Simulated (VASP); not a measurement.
Set up this calculation in VASP 6.6.1, as the native input.

| Item | Value |
| --- | --- |
| Task | single point |
| Functional | r2SCAN |
| Dispersion | rVV10 |
| Potentials or basis | VASP PAW PBE potentials, release 64 (Ta_sv_GW, N) |
| Cutoff | 770 eV |
| k mesh | 10 × 10 × 6 |
| Occupations | fermi-dirac, width 0.05 eV |
| Spin | no spin polarisation |
| Dipole correction | no |
| Further INCAR settings | ALGO = Normal; EDIFF = 1e-06; NBANDS = 22 |

Ta2N:

```
Ta N
1.0
     3.06332    0.00000    0.00000
    -1.53166    2.65291    0.00000
     0.00000    0.00000    4.89424
Ta N
2 1
Direct
  0.33333 0.66667 0.25754
  0.66667 0.33333 0.74246
  0.00000 0.00000 0.00000
```

One way to write it, as run:

POSCAR

```
Ta2N
1.0
    3.0633199728      0.0000000000      0.0000000000
   -1.5316599864      2.6529129164      0.0000000000
    0.0000000000      0.0000000000      4.8942444362
Ta N
2 1
Direct
    0.3333333333      0.6666666667      0.2575402749
    0.6666666667      0.3333333333      0.7424597251
    0.0000000000      0.0000000000      0.0000000000
```

INCAR.step1

```
SYSTEM = Ta2N
PREC     = Accurate       ! precision mode
ENCUT    = 770            ! plane-wave cutoff, eV
ISMEAR   = -1             ! smearing method
SIGMA    = 0.05           ! smearing width, eV
LREAL    = .False.        ! projectors in reciprocal space
LASPH    = .True.         ! aspherical terms in the spheres
NELM     = 120            ! most SCF steps
NBANDS   = 22             ! bands
GGA      = PE             ! functional
ALGO     = Normal         ! electronic algorithm
EDIFF    = 1E-5           ! SCF threshold, eV
LWAVE    = .True.         ! write WAVECAR
LCHARG   = .False.        ! write CHGCAR
GGA_COMPAT= .False.
```

INCAR.step2

```
SYSTEM = Ta2N
PREC     = Accurate       ! precision mode
ENCUT    = 770            ! plane-wave cutoff, eV
EDIFF    = 1E-6           ! SCF threshold, eV
ISMEAR   = -1             ! smearing method
SIGMA    = 0.05           ! smearing width, eV
LREAL    = .False.        ! projectors in reciprocal space
LASPH    = .True.         ! aspherical terms in the spheres
NELM     = 120            ! most SCF steps
ALGO     = Normal         ! electronic algorithm
ISIF     = 2              ! what is computed and relaxed
LWAVE    = .False.        ! write WAVECAR
LCHARG   = .True.         ! write CHGCAR
METAGGA  = R2SCAN         ! meta-GGA
LMIXTAU  = .True.       
LUSE_VDW = .True.       
IVDW_NL  = 2            
BPARAM   = 11.95        
CPARAM   = 0.0093       
LELF     = .True.         ! ELF
LVHAR    = .True.       
NBANDS   = 22             ! bands
ISTART   = 1            
GGA_COMPAT= .False.
```

KPOINTS

```
Automatic mesh
0
Gamma
  10 10 6
  0 0 0
```

Potentials or basis: VASP PAW PBE potentials, release 64 (Ta_sv_GW, N).

Command:

```bash
$ cat potpaw_PBE.64/Ta_sv_GW/POTCAR potpaw_PBE.64/N/POTCAR > POTCAR
$ cp INCAR.step1 INCAR
$ mpirun -np 1 vasp_std > vasp.out
$ cp INCAR.step2 INCAR
$ mpirun -np 1 vasp_std > vasp.out
```

Results of the run:

The pressure is 0.2 GPa. The largest force is 0.052 eV/Å and the band gap on the k mesh is zero (an odd number of electrons rules out a gap without spin polarisation).

Caveat: the PAW data sets were made with another functional, which shifts forces and pressure a little; spin-orbit coupling is left out, which moves the levels of the heavy elements.

Run time: 6.5 min on 1 thread of Intel(R) Xeon(R) Platinum 8488C (Sapphire Rapids), with other jobs on the host, peak memory 0.41 GiB.
